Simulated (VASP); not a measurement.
# Au (Cmcm) in VASP: a series of runs

Runs on Au. Level: PBEsol. Tasks: single point.

All numbers are computed with VASP 6.6.1; they aren't measurements. Logs are shortened: lines on timing, memory, paths and dates and some standing lists are left out, and cuts for length are marked.

## 1. The cell of the first run

The structure is orthorhombic, space group Cmcm (No. 63). Conventional cell: a = 2.859 Å, b = 5.103 Å, c = 4.672 Å, α = 90.00°, β = 90.00°, γ = 90.00°. Within 3.8 Å of Au (site symmetry m2m) lie 12 Au at 2.86 to 2.92 Å.

## 2. Single point, PBEsol

INCAR

```
SYSTEM = Au
PREC = Accurate ; ENCUT = 520
EDIFF = 1E-6 ; ISMEAR = 0
SIGMA = 0.15 ; LREAL = .FALSE.
LASPH = .TRUE. ; NELM = 80
ALGO = Fast ; ISIF = 2
LWAVE = .FALSE. ; LCHARG = .FALSE.
GGA = PS ; NBANDS = 18
```

KPOINTS

```
regular mesh
0
G
  26 26 14
  0 0 0
```

POSCAR

```
Au
1.0
    1.4293327060     -2.5514868785      0.0000000000
    1.4293327060      2.5514868785      0.0000000000
    0.0000000000      0.0000000000      4.6717905077
Au
2
Direct
    0.6638639510      0.3361360490      0.2500000000
    0.3361360490      0.6638639510      0.7500000000
```

Potentials or basis: VASP PAW PBE potentials, release 64 (Au).

Run with:

```sh
> cat potpaw_PBE.64/Au/POTCAR > POTCAR
> mpirun -np 1 vasp_std > vasp.out
```

OUTCAR:

```text
SYSTEM = Au
   PREC = Accurate
   ENCUT = 520
   EDIFF = 1E-6
   ISMEAR = 0
   LREAL = .FALSE.
   LASPH = .TRUE.
   NELM = 80
   ISIF = 2
   GGA = PS

 ion  position               nearest neighbor table
   1  0.664  0.336  0.250-   2 2.87   2 2.87   2 2.88   2 2.88   2 2.88   2 2.88
   2  0.336  0.664  0.750-   1 2.87   1 2.87   1 2.88   1 2.88   1 2.88   1 2.88

  LATTYP: Found a base centered orthorhombic cell.
 ALAT       =     2.8586654120
 B/A-ratio  =     1.7850895511
 C/A-ratio  =     1.6342557923

  Lattice vectors:

 A1 = (   1.4293327060,  -2.5514868785,   0.0000000000)
 A2 = (   1.4293327060,   2.5514868785,   0.0000000000)
 A3 = (   0.0000000000,   0.0000000000,   4.6717905077)

Analysis of symmetry for initial positions (statically):
=====================================================================
 Subroutine PRICEL returns:
 Original cell was already a primitive cell.

 Routine SETGRP: Setting up the symmetry group for a
 base centered orthorhombic supercell.

 Subroutine GETGRP returns: Found  8 space group operations
 (whereof  4 operations were pure point group operations)
 out of a pool of  8 trial point group operations.

The static configuration has the point symmetry C_2h.
 The point group associated with its full space group is D_2h.

Analysis of symmetry for dynamics (positions and initial velocities):
=====================================================================
 Subroutine PRICEL returns:
 Original cell was already a primitive cell.

 Routine SETGRP: Setting up the symmetry group for a
 base centered orthorhombic supercell.

 Subroutine GETGRP returns: Found  8 space group operations
 (whereof  4 operations were pure point group operations)
 out of a pool of  8 trial point group operations.

The dynamic configuration has the point symmetry C_2h.
 The point group associated with its full space group is D_2h.

 Subroutine INISYM returns: Found  8 space group operations
 (whereof  4 operations are pure point group operations),
 and found     1 'primitive' translations

----------------------------------------------------------------------------------------

                                     Primitive cell

  volume of cell :      34.0753

  direct lattice vectors                    reciprocal lattice vectors
     1.429332706 -2.551486878  0.000000000     0.349813586 -0.195964167  0.000000000
     1.429332706  2.551486878  0.000000000     0.349813586  0.195964167  0.000000000
     0.000000000  0.000000000  4.671790508     0.000000000  0.000000000  0.214050694

  length of vectors
     2.924564459  2.924564459  4.671790508     0.400963215  0.400963215  0.214050694

  position of ions in fractional coordinates (direct lattice)
     0.663863951  0.336136049  0.250000000
     0.336136049  0.663863951  0.750000000

  ion indices of the primitive-cell ions
   primitive index   ion index
                 1           1
                 2           2

----------------------------------------------------------------------------------------

 KPOINTS: regular mesh

Automatic generation of k-mesh.
 Grid dimensions read from file:
 generate k-points for:   26   26   14

 Generating k-lattice:

  Cartesian coordinates                     Fractional coordinates (reciprocal lattice)
     0.013454369 -0.007537083  0.000000000     0.038461538  0.000000000  0.000000000
     0.013454369  0.007537083  0.000000000     0.000000000  0.038461538  0.000000000
     0.000000000  0.000000000  0.015289335     0.000000000  0.000000000  0.071428571

  Length of vectors
     0.015421662  0.015421662  0.015289335

  Shift w.r.t. Gamma in fractional coordinates (k-lattice)
     0.000000000  0.000000000  0.000000000

 Subroutine IBZKPT returns following result:
 ===========================================

 Found   1464 irreducible k-points:

 Following reciprocal coordinates:
            Coordinates               Weight
  0.000000  0.000000  0.000000      1.000000
  0.038462  0.000000  0.000000      4.000000
  0.076923  0.000000  0.000000      4.000000
  0.115385 -0.000000  0.000000      4.000000
  0.153846 -0.000000  0.000000      4.000000
  0.192308  0.000000  0.000000      4.000000
[... 16 lines left out ...]
  0.346154  0.038462  0.000000      4.000000
  0.384615  0.038462  0.000000      4.000000
 [... further k-points ...]
   k-points           NKPTS =   1464   k-points in BZ     NKDIM =   1464   number of bands    NBANDS=     18
   number of dos      NEDOS =    301   number of ions     NIONS =      2
   total plane-waves  NPLWV =  20736
   dimension x,y,z NGX =    24 NGY =   24 NGZ =   36
   dimension x,y,z NGXF=    48 NGYF=   48 NGZF=   72
   ions per type =               2
   NGX,Y,Z   is equivalent  to a cutoff of  13.64, 13.64, 12.81 a.u.
   NGXF,Y,Z  is equivalent  to a cutoff of  27.29, 27.29, 25.62 a.u.
 SYSTEM =  Au
   PREC   = accura    normal or accurate (medium, high low for compatibility)
   ISTART =      0    job   : 0-new  1-cont  2-samecut
   ICHARG =      2    charge: 1-file 2-atom 10-const
   ISPIN  =      1    spin polarized calculation?
   LNONCOLLINEAR =      F non collinear calculations
   LSORBIT =      F    spin-orbit coupling
   LASPH  =      T    aspherical Exc in radial PAW
   ENCUT  =  520.0 eV  38.22 Ry    6.18 a.u.   5.44  5.44  8.69*2*pi/ulx,y,z
   NELM   =     80;   NELMIN=  2; NELMDL= -5     # of ELM steps
   EDIFF  = 0.1E-05   stopping-criterion for ELM
   LREAL  =      F    real-space projection
   EDIFFG = 0.1E-04   stopping-criterion for IOM
   NSW    =      0    number of steps for IOM
   IBRION =     -1    ionic relax: 0-MD 1-quasi-New 2-CG
   NFREE  =      0    steps in history (QN), initial steepest desc. (CG)
   ISIF   =      2    stress and relaxation
   ISYM   =      2    0-nonsym 1-usesym 2-fastsym
   POTIM  = 0.5000    time-step for ionic-motion
   TEBEG  =    0.0;   TEEND  =   0.0 temperature during run
   PSTRESS=    0.0 pullay stress
   NELECT =      22.0000    total number of electrons
   NUPDOWN=      -1.0000    fix difference up-down
   EMIN   =  10.00;   EMAX   =-10.00  energy-range for DOS
   EFERMI =   0.00;   METHOD = LEGACY
   ISMEAR =     0;   SIGMA  =   0.15  broadening in eV -4-tet -1-fermi 0-gaus
   EFERMI_NEDOS =   21; number of points for ismear=-14 and -15
   IALGO  =     68    algorithm
   IMIX   =      4    mixing-type and parameters
     AMIX     =   0.40;   BMIX     =  1.00
     AMIX_MAG =   1.60;   BMIX_MAG =  1.00
  volume/ion in A,a.u.               =      17.04       114.98
  Fermi-wavevector in a.u.,A,eV,Ry     =   1.414932  2.673835 27.239325  2.002034
  Thomas-Fermi vector in A             =   2.536423
   LORBIT       =      0    0 simple, 1 ext, 2 COOP (PROOUT), +10 PAW based schemes
   GGA     = PS    functional components
   LHFCALC =     F    Hartree Fock is set to
   AEXX    =    0.0000 exact exchange contribution
   IVDW    =     0    specifies the selected vdW correction
   LEPSILON=     F    determine dielectric tensor
   LRPA    =     F    only Hartree local field effects (RPA)
 non-spin polarized calculation
 RMM-DIIS sequential band-by-band and
 Gauss-broadening in eV      SIGMA  =   0.15
  energy-cutoff  :      520.00
  volume of cell :       34.08
 maximum number of plane-waves:       941
 NGX is ok and might be reduce to    24

 number of electron      21.9999999 magnetization

 Free energy of the ion-electron system (eV)
  ---------------------------------------------------
  ext. energy  EPLUGINS =         0.00000000
  ---------------------------------------------------
  free energy    TOTEN  =        -7.82427243 eV

  energy without entropy =       -7.81702862  energy(sigma->0) =       -7.82065052

 E-fermi :   9.2411     XC(G=0): -12.8857

 val. band max:        9.2369141459   @ k =   0.5000   0.4615   0.0714
 cond. band min:       9.2418428750   @ k =  -0.4615   0.0769   0.5000
 fundamental gap:      0.0049287292
 Fermi energy:         9.2410964000

 k-point     1 :       0.0000    0.0000    0.0000
  band No.  band energies     occupation
      1      -0.6427      2.00000
      2       1.9749      2.00000
      3       4.5128      2.00000
      4       4.6440      2.00000
      5       4.9181      2.00000
      6       4.9553      2.00000
[... 10 lines left out ...]
     17      26.7805      0.00000
     18      27.5457      0.00000

 k-point     2 :       0.0385    0.0000    0.0000
  band No.  band energies     occupation
      1      -0.5964      2.00000
      2       2.0121      2.00000
      3       4.5067      2.00000
      4       4.6574      2.00000
      5       4.9209      2.00000
      6       4.9891      2.00000
[... 10 lines left out ...]
     17      26.5582      0.00000
     18      27.2375      0.00000

 k-point     3 :       0.0769    0.0000    0.0000
  band No.  band energies     occupation
      1      -0.4587      2.00000
      2       2.1205      2.00000
      3       4.4565      2.00000
      4       4.7290      2.00000
      5       4.9604      2.00000
      6       5.0398      2.00000
[... 10 lines left out ...]
     17      26.1089      0.00000
     18      26.9329      0.00000

 k-point     4 :       0.1154   -0.0000    0.0000
  band No.  band energies     occupation
      1      -0.2338      2.00000
      2       2.2894      2.00000
      3       4.3592      2.00000
      4       4.8694      2.00000
      5       4.9798      2.00000
      6       5.1062      2.00000
[... 10 lines left out ...]
     17      26.0490      0.00000
     18      27.1626      0.00000

 k-point     5 :       0.1538   -0.0000    0.0000
  band No.  band energies     occupation
      1       0.0705      2.00000
      2       2.4972      2.00000
      3       4.2476      2.00000
      4       4.9063      2.00000
      5       4.9119      2.00000
      6       5.0814      2.00000
[... 10 lines left out ...]
     17      26.1826      0.00000
     18      26.9430      0.00000

 k-point     6 :       0.1923    0.0000    0.0000
  band No.  band energies     occupation
      1       0.4413      2.00000
      2       2.7037      2.00000
      3       4.1623      2.00000
      4       4.5586      2.00000
      5       4.8291      2.00000
      6       5.0695      2.00000
[... 10 lines left out ...]
     17      25.7634      0.00000
     18      26.6485      0.00000

 k-point     7 :       0.2308   -0.0000    0.0000
  band No.  band energies     occupation
      1       0.8583      2.00000
      2       2.8480      2.00000
      3       4.1536      2.00000
      4       4.2020      2.00000
      5       4.7754      2.00000
      6       4.9452      2.00000
[... 10 lines left out ...]
     17      25.7153      0.00000
     18      26.4859      0.00000

 k-point     8 :       0.2692    0.0000    0.0000
  band No.  band energies     occupation
      1       1.2896      2.00000
      2       2.8836      2.00000
      3       3.8728      2.00000
      4       4.2481      2.00000
      5       4.7826      2.00000
      6       4.8252      2.00000
[... 10 lines left out ...]
     17      24.9248      0.00000
     18      26.1009      0.00000
[... 229 lines left out ...]
     17      25.6422      0.00000
     18      26.5560      0.00000

 k-point    20 :       0.2308    0.0385    0.0000
  band No.  band energies     occupation
      1       1.1147      2.00000
      2       2.9110      2.00000
      3       4.0077      2.00000
      4       4.1640      2.00000
      5       4.7694      2.00000
      6       4.8598      2.00000
[... 10 lines left out ...]
     17      25.7639      0.00000
     18      26.0945      0.00000

 k-point    21 :       0.2692    0.0385    0.0000
  band No.  band energies     occupation
      1       1.5374      2.00000
      2       2.8950      2.00000
      3       3.7042      2.00000
      4       4.2873      2.00000
      5       4.7420      2.00000
      6       4.8144      2.00000
[... 10 lines left out ...]
     17      24.1057      0.00000
     18      25.7902      0.00000

 k-point    22 :       0.3077    0.0385    0.0000
  band No.  band energies     occupation
      1       1.9051      2.00000
      2       2.8135      2.00000
      3       3.4443      2.00000
      4       4.4713      2.00000
      5       4.6387      2.00000
      6       4.9423      2.00000
[... 10 lines left out ...]
     17      23.3345      0.00000
     18      25.2287      0.00000

 k-point    23 :       0.3462    0.0385    0.0000
  band No.  band energies     occupation
      1       2.1762      2.00000
      2       2.7135      2.00000
      3       3.2331      2.00000
      4       4.5535      2.00000
      5       4.7065      2.00000
      6       5.1099      2.00000
[... 10 lines left out ...]
     17      22.7235      0.00000
     18      24.7051      0.00000

 k-point    24 :       0.3846    0.0385    0.0000
  band No.  band energies     occupation
      1       2.3430      2.00000
      2       2.6221      2.00000
      3       3.0734      2.00000
      4       4.4890      2.00000
      5       4.9703      2.00000
      6       5.1266      2.00000
[... 10 lines left out ...]
     17      22.1550      0.00000
     18      24.2832      0.00000

 [... further k-points ...]
[... 5 lines left out ...]
  --------------------------------------------------------------------------------------
  -------------------------------------------------------------------------------------
  Total       -0.1443537     -0.4316110      0.4852786      0.0000000     -0.0000000      0.0000000
  in kB       -6.7873244    -20.2937857     22.8171655      0.0000000     -0.0000000      0.0000000
  external PRESSURE =      -1.4213149 kB  Pullay stress =       0.0000000 kB

 VOLUME and BASIS-vectors are now :
 -----------------------------------------------------------------------------
  energy-cutoff  :      520.00
  volume of cell :       34.08
      direct lattice vectors                 reciprocal lattice vectors
     1.429332706 -2.551486878  0.000000000     0.349813586 -0.195964167  0.000000000
     1.429332706  2.551486878  0.000000000     0.349813586  0.195964167  0.000000000
     0.000000000  0.000000000  4.671790508     0.000000000  0.000000000  0.214050694

 POSITION                                       TOTAL-FORCE (eV/Angst)
 -----------------------------------------------------------------------------------
      1.42933     -0.83619      1.16795         0.000000      0.013229      0.000000
      1.42933      0.83619      3.50384         0.000000     -0.013229     -0.000000
 -----------------------------------------------------------------------------------
    total drift:                                0.000000      0.000000     -0.000000

  FREE ENERGIE OF THE ION-ELECTRON SYSTEM (eV)
  ---------------------------------------------------
  free  energy   TOTEN  =        -7.8242724258 eV

  energy  without entropy=       -7.8170286217  energy(sigma->0) =       -7.82065052
```

It took 13 min on 1 thread of Oxide Virtual Turin-like, shared host; peak memory 0.73 GiB.

What came out:

```yaml
Free_energy: -7.8243 eV
Pressure: -0.1 GPa
Largest_force: 0.013 eV/Å
Band_gap_on_the_k_mesh: zero (bands 11 and 12 overlap by 6.59 eV)
```

Forces in eV/Å, atoms in the order of the input:
```
Au   0.000  0.013  0.000
Au   0.000 -0.013  0.000
```

Caveat: the PAW data sets were made with another functional, which shifts forces and pressure a little; spin-orbit coupling is left out, which moves the levels of the heavy elements.

## 3. Single point, PBEsol

This run uses another cell than the first one, of the same volume but with other edges.

INCAR

```
SYSTEM = Au
PREC = Accurate ; ENCUT = 520
EDIFF = 1E-7 ; ISMEAR = 0
SIGMA = 0.15 ; LREAL = .FALSE.
LASPH = .TRUE. ; NELM = 60
ALGO = Fast ; ISIF = 2
LWAVE = .FALSE. ; LCHARG = .FALSE.
GGA = PS ; NBANDS = 18
```

KPOINTS is that of step 2.

POSCAR

```
Au
1.0
    1.3872688756     -2.4763991744      0.0000000000
    1.3872688756      2.4763991744      0.0000000000
    0.0000000000      0.0000000000      4.9593954275
Au
2
Direct
    0.6638639510      0.3361360490      0.2500000000
    0.3361360490      0.6638639510      0.7500000000
```

Potentials or basis: VASP PAW PBE potentials, release 64 (Au).

Run with:

```sh
> cat potpaw_PBE.64/Au/POTCAR > POTCAR
> mpirun -np 1 vasp_std > vasp.out
```

Run time: 21 min. Hardware: 1 thread of Oxide Virtual Turin-like, shared host; peak memory 0.73 GiB.

The run converged. Its results:

```yaml
Free_energy: -7.8149 eV
Pressure: 0.6 GPa
Band_gap_on_the_k_mesh: zero (bands 11 and 12 overlap by 6.83 eV)
```

Stress tensor (GPa, compression positive):
```
 4.01  0.00  0.00
 0.00  0.70  0.00
 0.00  0.00 -2.92
```

Levels at points of the mesh, in eV from the Fermi level:
```csv
k point,band 8,band 9,band 10,band 11,band 12,band 13,band 14,band 15
"(0.00, 0.00, 0.00)",-3.40,-3.23,-2.17,-2.16,-1.51,2.09,14.79,14.81
"(0.50, 0.00, 0.00)",-2.08,-1.66,-1.53,0.53,1.95,5.56,7.04,7.31
"(0.50, 0.50, 0.00)",-2.00,-1.73,-1.58,0.40,1.57,5.32,6.86,6.96
"(0.00, 0.00, 0.50)",-4.40,-2.66,-2.66,-2.54,-2.54,9.57,9.57,15.13
"(0.50, 0.00, 0.50)",-2.48,-1.58,-1.58,0.57,0.57,4.26,4.26,12.67
"(0.50, 0.50, 0.50)",-2.42,-1.65,-1.65,0.25,0.25,3.89,3.89,12.27
```

Caveat: the stress differs along the axes, from -3 to 4 GPa; the PAW data sets were made with another functional, which shifts forces and pressure a little; spin-orbit coupling is left out, which moves the levels of the heavy elements.
